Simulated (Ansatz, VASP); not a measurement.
# TiTc: VASP beside Ansatz

```
Ti Tc
1.0
     3.07890    0.00000    0.00000
     0.00000    3.07890    0.00000
     0.00000    0.00000    3.11000
Ti Tc
1 1
Direct
  0.50000 0.50000 0.50000
  0.00000 0.00000 0.00000
```

Change from the starting cell: equal xx and yy strain of -1 %.

Alike in both runs: task single point; functional PBEsol; k mesh 12 × 12 × 12; occupations fermi-dirac, width 0.08 eV; no spin polarisation.

```csv
,VASP,Ansatz
version,VASP 6.6.1,Ansatz 0.2.0
potentials or method,"VASP PAW PBE potentials, release 64 (Ti_sv, Tc_pv), cutoff 520 eV","all-electron LAPW, scalar-relativistic"
```

Ansatz gave:

| Item | Value |
| --- | --- |
| pressure (GPa) | -4.2 |
| traceless stress, the component that is largest in VASP (GPa) | -1.50 |

Task: What did VASP give for the same quantities?

Result: Pressure (GPa): -4.5; traceless stress, the component that is largest in VASP (GPa): -1.49.

VASP's potentials were made for PBE, not for PBEsol. Ansatz ran all-electron here, and VASP with PAW potentials.
